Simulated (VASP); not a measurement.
# C (R-3m) in VASP: a series of runs

The runs below take C through single point, with PBE+D3(BJ).

Program: VASP 6.6.1. These are calculated values, not measurements. Logs are shortened: lines on timing, memory, paths and dates and some standing lists are left out, and cuts for length are marked.

**1. The cell of the first run**

Symmetry: R-3m, No. 166, trigonal system. The conventional cell has a = 2.465 Å, b = 2.465 Å, c = 10.084 Å, α = 90.00°, β = 90.00°, γ = 120.00°. Within 1.9 Å of C (site symmetry 3m) lie 3 C at 1.42 Å.

**2. Single point, PBE+D3(BJ)**

Input file INCAR:

```
SYSTEM = C
ALGO = Normal
EDIFF = 1E-6
ENCUT = 520
GGA = PE
ISIF = 2
ISMEAR = 0
IVDW = 12
LASPH = .True.
LCHARG = .False.
LREAL = .False.
LWAVE = .False.
NBANDS = 11
NELM = 80
PREC = Accurate
SIGMA = 0.05
```

Input file KPOINTS:

```
k-points
0
Gamma
  15 15 15
  0 0 0
```

Input file POSCAR:

```
C
1.0
    1.2324984681      0.7115833223      3.3613878357
   -1.2324984681      0.7115833223      3.3613878357
    0.0000000000     -1.4231666447      3.3613878357
C
2
Direct
    0.1647114427      0.1647114427      0.1647114427
    0.8352885573      0.8352885573      0.8352885573
```

Potentials or basis: VASP PAW PBE potentials, release 64 (C).

Launch:

```
$ cat potpaw_PBE.64/C/POTCAR > POTCAR
$ mpirun -np 1 vasp_std > vasp.out
```

OUTCAR:

```text
SYSTEM = C
   EDIFF = 1E-6
   ENCUT = 520
   GGA = PE
   ISIF = 2
   ISMEAR = 0
   IVDW = 12
   LASPH = .True.
   LREAL = .False.
   NELM = 80
   PREC = Accurate
 IVDW          = 12

 ion  position               nearest neighbor table
   1  0.165  0.165  0.165-   2 1.42   2 1.42   2 1.42
   2  0.835  0.835  0.835-   1 1.42   1 1.42   1 1.42

  LATTYP: Found a trigonal (rhomboedric) cell.
 ALAT       =     3.6502508791
 COS(alpha) =     0.7719881893

  Lattice vectors:

 A1 = (   1.2324984681,   0.7115833223,   3.3613878357)
 A2 = (  -1.2324984681,   0.7115833223,   3.3613878357)
 A3 = (   0.0000000000,  -1.4231666447,   3.3613878357)

Analysis of symmetry for initial positions (statically):
=====================================================================
 Subroutine PRICEL returns:
 Original cell was already a primitive cell.

 Routine SETGRP: Setting up the symmetry group for a
 trigonal (rhombohedral) supercell.

 Subroutine GETGRP returns: Found 12 space group operations
 (whereof 12 operations were pure point group operations)
 out of a pool of 12 trial point group operations.

The static configuration has the point symmetry D_3d.

Analysis of symmetry for dynamics (positions and initial velocities):
=====================================================================
 Subroutine PRICEL returns:
 Original cell was already a primitive cell.

 Routine SETGRP: Setting up the symmetry group for a
 trigonal (rhombohedral) supercell.

 Subroutine GETGRP returns: Found 12 space group operations
 (whereof 12 operations were pure point group operations)
 out of a pool of 12 trial point group operations.

The dynamic configuration has the point symmetry D_3d.

 Subroutine INISYM returns: Found 12 space group operations
 (whereof 12 operations are pure point group operations),
 and found     1 'primitive' translations

----------------------------------------------------------------------------------------

                                     Primitive cell

  volume of cell :      17.6881

  direct lattice vectors                    reciprocal lattice vectors
     1.232498468  0.711583322  3.361387836     0.405680017  0.234219467  0.099165389
    -1.232498468  0.711583322  3.361387836    -0.405680017  0.234219467  0.099165389
     0.000000000 -1.423166645  3.361387836     0.000000000 -0.468438935  0.099165389

  length of vectors
     3.650250879  3.650250879  3.650250879     0.478820227  0.478820227  0.478820227
[... 88 lines left out ...]
   ISYM   =      2    0-nonsym 1-usesym 2-fastsym
   POTIM  = 0.5000    time-step for ionic-motion
   TEBEG  =    0.0;   TEEND  =   0.0 temperature during run
   PSTRESS=    0.0 pullay stress
   NELECT =       8.0000    total number of electrons
   NUPDOWN=      -1.0000    fix difference up-down
   EMIN   =  10.00;   EMAX   =-10.00  energy-range for DOS
   EFERMI =   0.00;   METHOD = LEGACY
   ISMEAR =     0;   SIGMA  =   0.05  broadening in eV -4-tet -1-fermi 0-gaus
   EFERMI_NEDOS =   21; number of points for ismear=-14 and -15
   IALGO  =     38    algorithm
   IMIX   =      4    mixing-type and parameters
     AMIX     =   0.40;   BMIX     =  1.00
     AMIX_MAG =   1.60;   BMIX_MAG =  1.00
  volume/ion in A,a.u.               =       8.84        59.68
  Fermi-wavevector in a.u.,A,eV,Ry     =   1.256640  2.374705 21.485554  1.579144
  Thomas-Fermi vector in A             =   2.390338
   LORBIT       =      0    0 simple, 1 ext, 2 COOP (PROOUT), +10 PAW based schemes
   GGA     = PE    functional components
   LHFCALC =     F    Hartree Fock is set to
   AEXX    =    0.0000 exact exchange contribution
   IVDW    =    12    specifies the selected vdW correction
   LEPSILON=     F    determine dielectric tensor
   LRPA    =     F    only Hartree local field effects (RPA)
 non-spin polarized calculation
 Gauss-broadening in eV      SIGMA  =   0.05
  energy-cutoff  :      520.00
  volume of cell :       17.69
 maximum number of plane-waves:       490
   NGX = 13   NGY = 13   NGZ = 13

 number of electron       8.0000000 magnetization

 Free energy of the ion-electron system (eV)
  ---------------------------------------------------
  ext. energy  EPLUGINS =         0.00000000
  ---------------------------------------------------
  free energy    TOTEN  =       -18.41125597 eV

  energy without entropy =      -18.41125597  energy(sigma->0) =      -18.41125597

 E-fermi :   4.5516     XC(G=0): -10.3122

 val. band max:        4.3084266702   @ k =  -0.3333   0.3333   0.0000
 cond. band min:       5.0188851281   @ k =  -0.3333   0.3333   0.0000
 fundamental gap:      0.7104584579
 Fermi energy:         4.5516443066

 k-point     1 :       0.0000    0.0000    0.0000
  band No.  band energies     occupation
      1     -14.9860      2.00000
      2      -1.8893      2.00000
      3       1.6748      2.00000
      4       1.6748      2.00000
      5       8.8918      0.00000
      6      13.0274      0.00000
      7      13.0274      0.00000
      8      16.0414      0.00000
      9      17.3045      0.00000
     10      27.3871      0.00000
     11      30.3669      0.00000
[... 309 lines left out ...]
 k-point    24 :       0.2000    0.1333    0.0000
  band No.  band energies     occupation
      1     -14.2144      2.00000
      2      -1.3269      2.00000
      3      -0.7037      2.00000
      4       0.2735      2.00000
      5      10.3400      0.00000
      6      13.3131      0.00000
      7      13.7952      0.00000
      8      15.3396      0.00000
      9      18.9202      0.00000
     10      25.4708      0.00000
     11      29.2550      0.00000

 [... further k-points ...]

------------------------ aborting loop because EDIFF is reached ----------------------------------------

 Edisp (eV)   -0.31197

 E8    (eV) :    -0.0884

  FORCE on cell =-STRESS in cart. coord.  units (eV):
  Direction    XX          YY          ZZ          XY          YZ          ZX
  --------------------------------------------------------------------------------------
  -------------------------------------------------------------------------------------
  Total       0.07825     0.07825    -0.04397     0.00000     0.00000     0.00000
  in kB       7.08804     7.08804    -3.98258     0.00000     0.00000     0.00000
  external pressure =        3.40 kB  Pullay stress =        0.00 kB

 VOLUME and BASIS-vectors are now :
 -----------------------------------------------------------------------------
  energy-cutoff  :      520.00
  volume of cell :       17.69
      direct lattice vectors                 reciprocal lattice vectors
     1.232498468  0.711583322  3.361387836     0.405680017  0.234219467  0.099165389
    -1.232498468  0.711583322  3.361387836    -0.405680017  0.234219467  0.099165389
     0.000000000 -1.423166645  3.361387836     0.000000000 -0.468438935  0.099165389

 POSITION                                       TOTAL-FORCE (eV/Angst)
 -----------------------------------------------------------------------------------
      0.00000     -0.00000      1.66098         0.000000     -0.000000      0.629801
      0.00000     -0.00000      8.42319         0.000000      0.000000     -0.629801
 -----------------------------------------------------------------------------------
    total drift:                               -0.000000      0.000000      0.000000

  FREE ENERGIE OF THE ION-ELECTRON SYSTEM (eV)
  ---------------------------------------------------
  free  energy   TOTEN  =       -18.7232295839 eV

  energy  without entropy=      -18.7232295839  energy(sigma->0) =      -18.72322958
```

It took 78 s on 1 thread of AMD EPYC 9R45 (Zen 5), shared host; peak memory 0.16 GiB.

Results:

```yaml
Free_energy: -18.7232 eV
Pressure: 0.3 GPa
Largest_force: 0.630 eV/Å
Band_gap_on_the_k_mesh: 0.71 eV, direct
Dispersion_energy_per_atom: -0.156 eV
```

Forces in eV/Å, atoms in the order of the input:
```
C    0.000  0.000  0.630
C    0.000  0.000 -0.630
```

Stress tensor (GPa, compression positive):
```
 0.71  0.00  0.00
 0.00  0.71  0.00
 0.00  0.00 -0.40
```

**3. Single point, PBE+D3(BJ)**

This run uses another cell than the first one, of 9.29 Å³/atom, 1.051 times its volume.

Input file INCAR:

```
SYSTEM = C
PREC = Accurate
ENCUT = 520
EDIFF = 1E-6
ISMEAR = 0
SIGMA = 0.05
LREAL = .False.
LASPH = .True.
NELM = 100
ALGO = Normal
ISIF = 2
LWAVE = .False.
LCHARG = .False.
GGA = PE
IVDW = 12
NBANDS = 11
```

Input file KPOINTS:

```
Automatic mesh
0
Gamma
  15 15 15
  0 0 0
```

Input file POSCAR:

```
C
1.0
    1.2530811925      0.7234667638      3.4175230126
   -1.2530811925      0.7234667638      3.4175230126
    0.0000000000     -1.4469335276      3.4175230125
C
2
Direct
    0.1665955851      0.1665955851      0.1665955851
    0.8334044149      0.8334044149      0.8334044149
```

Potentials or basis: VASP PAW PBE potentials, release 64 (C).

Launch:

```
$ cat potpaw_PBE.64/C/POTCAR > POTCAR
$ mpirun -np 1 vasp_std > vasp.out
```

Run time: 49 s. Hardware: 1 thread of Intel Xeon Platinum 8488C (Sapphire Rapids), shared host; peak memory 0.2 GiB.

The run converged. Its results:

```
Free energy                : -18.6996 eV
Pressure                   : -12.8 GPa
Largest force              : 0.004 eV/Å
Band gap on the k mesh     : 0.60 eV, direct
Dispersion energy per atom : -0.151 eV
```

Forces in eV/Å, atoms in the order of the input:
```
C    0.000  0.000  0.004
C    0.000  0.000 -0.004
```

Stress tensor (GPa, compression positive):
```
-18.98   0.00   0.00
  0.00 -18.98   0.00
  0.00   0.00  -0.49
```

Levels at points of the mesh, in eV from the valence-band top:
```tsv
k point	band 1	band 2	band 3	band 4	band 5	band 6	band 7	band 8
(0.00, 0.00, 0.00)	-18.95	-6.00	-2.72	-2.72	4.62	8.34	8.34	11.07
```
